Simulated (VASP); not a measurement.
# Ti (Immm) in VASP: notebook

Ti is run at these levels: PBEsol; tasks: single point.

All numbers are computed with VASP 6.6.1; they aren't measurements. Logs are shortened: lines on timing, memory, paths and dates and some standing lists are left out, and cuts for length are marked.

## (1) The cell of the first run

Symmetry: Immm, No. 71, orthorhombic system. Conventional cell: a = 2.709 Å, b = 3.032 Å, c = 4.060 Å, α = 90.00°, β = 90.00°, γ = 90.00°. Within 3.6 Å of Ti (site symmetry mmm) lie 12 Ti at 2.71 to 3.03 Å.

## (2) Single point, PBEsol (strain +0.1125 x Voigt [0, 0, 0, 1, 0, 0])

INCAR reads:

```
  PREC = Accurate
  ENCUT = 520
  EDIFF = 1E-6
  ISMEAR = 0
  SIGMA = 0.15
  LREAL = F
  LASPH = T
  NELM = 80
  ALGO = Fast
  ISIF = 2
  LWAVE = F
  LCHARG = F
  GGA = PS
  NBANDS = 12
```

KPOINTS reads:

```
regular mesh
0
Gamma
  20 20 20
```

POSCAR reads:

```
Ti
1.0
    0.0000000000      2.1441875000      2.1441875000
    2.0300000000      0.1141875000      2.0300000000
    2.0300000000      2.0300000000      0.1141875000
Ti
1
Direct
    0.0000000000      0.0000000000      0.0000000000
```

Potentials or basis: VASP PAW PBE potentials, release 64 (Ti_sv).

The run is started by

```bash
$ cat potpaw_PBE.64/Ti_sv/POTCAR > POTCAR
$ mpirun -np 1 vasp_std > vasp.out
```

OUTCAR:

```text
PREC = Accurate
   ENCUT = 520
   EDIFF = 1E-6
   ISMEAR = 0
   LREAL = F
   LASPH = T
   NELM = 80
   ISIF = 2
   GGA = PS

 ion  position               nearest neighbor table
   1  0.000  0.000  0.000-

  LATTYP: Found a body centered orthorhombic cell.
 ALAT       =     2.7093680205
 B/A-ratio  =     1.1192052980
 C/A-ratio  =     1.4985044370

  Lattice vectors:

 A1 = (  -2.0300000000,   2.0300000000,   0.1141875000)
 A2 = (  -2.0300000000,  -2.0300000000,  -0.1141875000)
 A3 = (   2.0300000000,   0.1141875000,   2.0300000000)

Analysis of symmetry for initial positions (statically):
=====================================================================
 Subroutine PRICEL returns:
 Original cell was already a primitive cell.

 Routine SETGRP: Setting up the symmetry group for a
 body centered orthorhombic supercell.

 Subroutine GETGRP returns: Found  8 space group operations
 (whereof  8 operations were pure point group operations)
 out of a pool of  8 trial point group operations.

The static configuration has the point symmetry D_2h.

Analysis of symmetry for dynamics (positions and initial velocities):
=====================================================================
 Subroutine PRICEL returns:
 Original cell was already a primitive cell.

 Routine SETGRP: Setting up the symmetry group for a
 body centered orthorhombic supercell.

 Subroutine GETGRP returns: Found  8 space group operations
 (whereof  8 operations were pure point group operations)
 out of a pool of  8 trial point group operations.

The dynamic configuration has the point symmetry D_2h.

 Subroutine INISYM returns: Found  8 space group operations
 (whereof  8 operations are pure point group operations),
 and found     1 'primitive' translations

----------------------------------------------------------------------------------------

                                     Primitive cell

  volume of cell :      16.6779

  direct lattice vectors                    reciprocal lattice vectors
     0.000000000  2.144187500  2.144187500    -0.246305419  0.233188562  0.233188562
     2.030000000  0.114187500  2.030000000     0.246305419 -0.260985874  0.260985874
     2.030000000  2.030000000  0.114187500     0.246305419  0.260985874 -0.260985874

  length of vectors
     3.032339043  2.873123524  2.873123524     0.411606815  0.443726957  0.443726957

  position of ions in fractional coordinates (direct lattice)
     0.000000000  0.000000000  0.000000000

  ion indices of the primitive-cell ions
   primitive index   ion index
                 1           1

----------------------------------------------------------------------------------------

 KPOINTS: regular mesh

Automatic generation of k-mesh.
 Grid dimensions read from file:
 generate k-points for:   20   20   20

 Generating k-lattice:

  Cartesian coordinates                     Fractional coordinates (reciprocal lattice)
    -0.012315271  0.011659428  0.011659428     0.050000000  0.000000000  0.000000000
     0.012315271 -0.013049294  0.013049294     0.000000000  0.050000000  0.000000000
     0.012315271  0.013049294 -0.013049294     0.000000000  0.000000000  0.050000000

  Length of vectors
     0.020580341  0.022186348  0.022186348

  Shift w.r.t. Gamma in fractional coordinates (k-lattice)
     0.000000000  0.000000000  0.000000000

 Subroutine IBZKPT returns following result:
 ===========================================

 Found   1166 irreducible k-points:

 Following reciprocal coordinates:
            Coordinates               Weight
  0.000000  0.000000  0.000000      1.000000
  0.050000  0.000000  0.000000      4.000000
  0.100000  0.000000  0.000000      4.000000
  0.150000  0.000000 -0.000000      4.000000
  0.200000  0.000000  0.000000      4.000000
  0.250000  0.000000  0.000000      4.000000
[... 16 lines left out ...]
 -0.450000  0.050000 -0.000000      8.000000
 -0.400000  0.050000 -0.000000      8.000000
 [... further k-points ...]
   k-points           NKPTS =   1166   k-points in BZ     NKDIM =   1166   number of bands    NBANDS=     12
   number of dos      NEDOS =    301   number of ions     NIONS =      1
   total plane-waves  NPLWV =  13824
   dimension x,y,z NGX =    24 NGY =   24 NGZ =   24
   dimension x,y,z NGXF=    48 NGYF=   48 NGZF=   48
   ions per type =               1
   NGX,Y,Z   is equivalent  to a cutoff of  13.16, 13.89, 13.89 a.u.
   NGXF,Y,Z  is equivalent  to a cutoff of  26.32, 27.77, 27.77 a.u.
 SYSTEM =  unknown system
   PREC   = accura    normal or accurate (medium, high low for compatibility)
   ISTART =      0    job   : 0-new  1-cont  2-samecut
   ICHARG =      2    charge: 1-file 2-atom 10-const
   ISPIN  =      1    spin polarized calculation?
   LNONCOLLINEAR =      F non collinear calculations
   LSORBIT =      F    spin-orbit coupling
   LASPH  =      T    aspherical Exc in radial PAW
   ENCUT  =  520.0 eV  38.22 Ry    6.18 a.u.   5.64  5.34  5.34*2*pi/ulx,y,z
   NELM   =     80;   NELMIN=  2; NELMDL= -5     # of ELM steps
   EDIFF  = 0.1E-05   stopping-criterion for ELM
   LREAL  =      F    real-space projection
   EDIFFG = 0.1E-04   stopping-criterion for IOM
   NSW    =      0    number of steps for IOM
   IBRION =     -1    ionic relax: 0-MD 1-quasi-New 2-CG
   NFREE  =      0    steps in history (QN), initial steepest desc. (CG)
   ISIF   =      2    stress and relaxation
   ISYM   =      2    0-nonsym 1-usesym 2-fastsym
   POTIM  = 0.5000    time-step for ionic-motion
   TEBEG  =    0.0;   TEEND  =   0.0 temperature during run
   PSTRESS=    0.0 pullay stress
   NELECT =      12.0000    total number of electrons
   NUPDOWN=      -1.0000    fix difference up-down
   EMIN   =  10.00;   EMAX   =-10.00  energy-range for DOS
   EFERMI =   0.00;   METHOD = LEGACY
   ISMEAR =     0;   SIGMA  =   0.15  broadening in eV -4-tet -1-fermi 0-gaus
   EFERMI_NEDOS =   21; number of points for ismear=-14 and -15
   IALGO  =     68    algorithm
   IMIX   =      4    mixing-type and parameters
     AMIX     =   0.40;   BMIX     =  1.00
     AMIX_MAG =   1.60;   BMIX_MAG =  1.00
  volume/ion in A,a.u.               =      16.68       112.55
  Fermi-wavevector in a.u.,A,eV,Ry     =   1.466970  2.772172 29.279762  2.152002
  Thomas-Fermi vector in A             =   2.582644
   LORBIT       =      0    0 simple, 1 ext, 2 COOP (PROOUT), +10 PAW based schemes
   GGA     = PS    functional components
   LHFCALC =     F    Hartree Fock is set to
   AEXX    =    0.0000 exact exchange contribution
   IVDW    =     0    specifies the selected vdW correction
   LEPSILON=     F    determine dielectric tensor
   LRPA    =     F    only Hartree local field effects (RPA)
 non-spin polarized calculation
 RMM-DIIS sequential band-by-band and
 Gauss-broadening in eV      SIGMA  =   0.15
  energy-cutoff  :      520.00
  volume of cell :       16.68
 maximum number of plane-waves:       467
   NGX = 11   NGY = 11   NGZ = 11

 number of electron      12.0000000 magnetization

 Free energy of the ion-electron system (eV)
  ---------------------------------------------------
  ext. energy  EPLUGINS =         0.00000000
  ---------------------------------------------------
  free energy    TOTEN  =        -8.25499267 eV

  energy without entropy =       -8.23710398  energy(sigma->0) =       -8.24604833

 E-fermi :   8.5377     XC(G=0): -11.8239

 val. band max:        8.5345460120   @ k =  -0.2000   0.3000   0.1500
 cond. band min:       8.5376853040   @ k =  -0.1000   0.1000   0.1000
 fundamental gap:      0.0031392920
 Fermi energy:         8.5376540798

 k-point     1 :       0.0000    0.0000    0.0000
  band No.  band energies     occupation
      1     -47.8765      2.00000
      2     -23.8382      2.00000
      3     -23.7848      2.00000
      4     -23.6768      2.00000
      5       2.3488      2.00000
      6       8.8557      0.00272
      7       9.2187      0.00000
      8      10.0699      0.00000
      9      11.2425      0.00000
     10      11.2516      0.00000
     11      23.8097      0.00000
     12      27.1092      0.00000

 k-point     2 :       0.0500    0.0000    0.0000
  band No.  band energies     occupation
      1     -47.8736      2.00000
      2     -23.8498      2.00000
      3     -23.7921      2.00000
      4     -23.6790      2.00000
      5       2.4270      2.00000
      6       8.8449      0.00377
      7       9.2061      0.00000
      8      10.0954      0.00000
      9      11.2349      0.00000
     10      11.2356      0.00000
     11      23.8415      0.00000
     12      26.7662      0.00000

 k-point     3 :       0.1000    0.0000    0.0000
  band No.  band energies     occupation
      1     -47.8650      2.00000
      2     -23.8930      2.00000
      3     -23.8038      2.00000
      4     -23.6856      2.00000
      5       2.6571      2.00000
      6       8.7898      0.01745
      7       9.1926      0.00000
      8      10.1615      0.00000
      9      11.1978      0.00000
     10      11.2226      0.00000
     11      23.8262      0.00000
     12      25.9494      0.00000
[... 286 lines left out ...]
 k-point    23 :      -0.4500    0.0500   -0.0000
  band No.  band energies     occupation
      1     -47.7533      2.00000
      2     -24.5089      2.00000
      3     -23.8525      2.00000
      4     -23.7849      2.00000
      5       5.8441      2.00000
      6       8.6450      0.31128
      7       8.9705      0.00004
      8       9.9084      0.00000
      9      11.9013      0.00000
     10      12.5746      0.00000
     11      16.7090      0.00000
     12      23.9075      0.00000

 k-point    24 :      -0.4000    0.0500   -0.0000
  band No.  band energies     occupation
      1     -47.7598      2.00000
      2     -24.4736      2.00000
      3     -23.8489      2.00000
      4     -23.7805      2.00000
      5       5.6982      2.00000
      6       8.4770      1.43281
      7       9.0047      0.00001
      8       9.9401      0.00000
      9      11.7659      0.00000
     10      12.4717      0.00000
     11      17.2751      0.00000
     12      24.0850      0.00000

 [... further k-points ...]

------------------------ aborting loop because EDIFF is reached ----------------------------------------

  FORCE on cell =-STRESS in cart. coord.  units (eV):
  Direction    XX          YY          ZZ          XY          YZ          ZX
  --------------------------------------------------------------------------------------
  -------------------------------------------------------------------------------------
  Total       -0.0704527      0.0197478      0.0197478     -0.0000000     -0.6335042      0.0000000
  in kB       -6.7680938      1.8970867      1.8970867     -0.0000000    -60.8580810      0.0000000
  external PRESSURE =      -0.9913068 kB  Pullay stress =       0.0000000 kB

 VOLUME and BASIS-vectors are now :
 -----------------------------------------------------------------------------
  energy-cutoff  :      520.00
  volume of cell :       16.68
      direct lattice vectors                 reciprocal lattice vectors
     0.000000000  2.144187500  2.144187500    -0.246305419  0.233188562  0.233188562
     2.030000000  0.114187500  2.030000000     0.246305419 -0.260985874  0.260985874
     2.030000000  2.030000000  0.114187500     0.246305419  0.260985874 -0.260985874

 POSITION                                       TOTAL-FORCE (eV/Angst)
 -----------------------------------------------------------------------------------
      0.00000      0.00000      0.00000         0.000000      0.000000     -0.000000
 -----------------------------------------------------------------------------------
    total drift:                                0.000000      0.000000     -0.000000

  FREE ENERGIE OF THE ION-ELECTRON SYSTEM (eV)
  ---------------------------------------------------
  free  energy   TOTEN  =        -8.2549926742 eV

  energy  without entropy=       -8.2371039838  energy(sigma->0) =       -8.24604833
```

It took 2.2 min on 1 thread of Intel Xeon 6975P-C (Granite Rapids), shared host; peak memory 0.33 GiB.

Results:

```yaml
Free_energy: -8.2550 eV
Pressure: -0.1 GPa
Band_gap_on_the_k_mesh: zero (bands 6 and 7 overlap by 1.21 eV)
```

Stress tensor (GPa, compression positive):
```
-0.68  0.00  0.00
 0.00  0.19 -6.09
 0.00 -6.09  0.19
```

Caveat: the cell differs from its parent crystal (strain +0.1125 x Voigt [0, 0, 0, 1, 0, 0]); the PAW data sets were made with another functional, which shifts forces and pressure a little.

## (3) Single point, PBEsol (strain +0.0937 x Voigt [0, 0, 0, 1, 0, 0])

INCAR reads:

```
SYSTEM = Ti
  PREC = Accurate
  ENCUT = 520
  EDIFF = 1E-7
  ISMEAR = 0
  SIGMA = 0.15
  LREAL = .FALSE.
  LASPH = .TRUE.
  NELM = 100
  ALGO = Fast
  ISIF = 2
  LWAVE = .FALSE.
  LCHARG = .TRUE.
  GGA = PS
  LELF = .TRUE.
  LVHAR = .TRUE.
  NBANDS = 12
```

KPOINTS reads:

```
Automatic mesh
0
G
  20 20 20
  0 0 0
```

POSCAR reads:

```
Ti
1.0
    0.0000000000      2.1251055000      2.1251055000
    2.0300000000      0.0951055000      2.0300000000
    2.0300000000      2.0300000000      0.0951055000
Ti
1
Direct
    0.0000000000      0.0000000000      0.0000000000
```

Potentials or basis: VASP PAW PBE potentials, release 64 (Ti_sv).

The run is started by

```bash
$ cat potpaw_PBE.64/Ti_sv/POTCAR > POTCAR
$ mpirun -np 1 vasp_std > vasp.out
```

It took 2.8 min on 1 thread of Intel Xeon 6975P-C (Granite Rapids), shared host; peak memory 0.34 GiB.

It converged, with:

```yaml
Free_energy: -8.2661 eV
Pressure: -0.2 GPa
Band_gap_on_the_k_mesh: zero (bands 6 and 7 overlap by 1.18 eV)
```

Stress tensor (GPa, compression positive):
```
-0.59  0.00  0.00
 0.00 -0.03 -5.25
 0.00 -5.25 -0.03
```

Levels at points of the mesh, in eV from the Fermi level:
```tsv
k point	band 3	band 4	band 5	band 6	band 7	band 8	band 9	band 10
(0.00, 0.00, 0.00)	-32.32	-32.24	-6.19	0.41	0.74	1.42	2.67	2.68
(0.50, 0.00, 0.00)	-32.39	-32.33	-2.74	0.34	0.45	1.29	3.44	3.90
(0.00, 0.50, 0.00)	-32.46	-32.45	-2.64	0.27	1.06	1.20	3.63	4.01
(0.50, 0.50, 0.00)	-32.58	-32.58	-2.72	-1.83	3.08	3.59	4.02	4.21
(0.00, 0.50, 0.50)	-32.68	-32.47	-2.74	-1.85	3.01	3.78	4.08	4.08
```

Caveat: the cell differs from its parent crystal (strain +0.0937 x Voigt [0, 0, 0, 1, 0, 0]); the PAW data sets were made with another functional, which shifts forces and pressure a little.
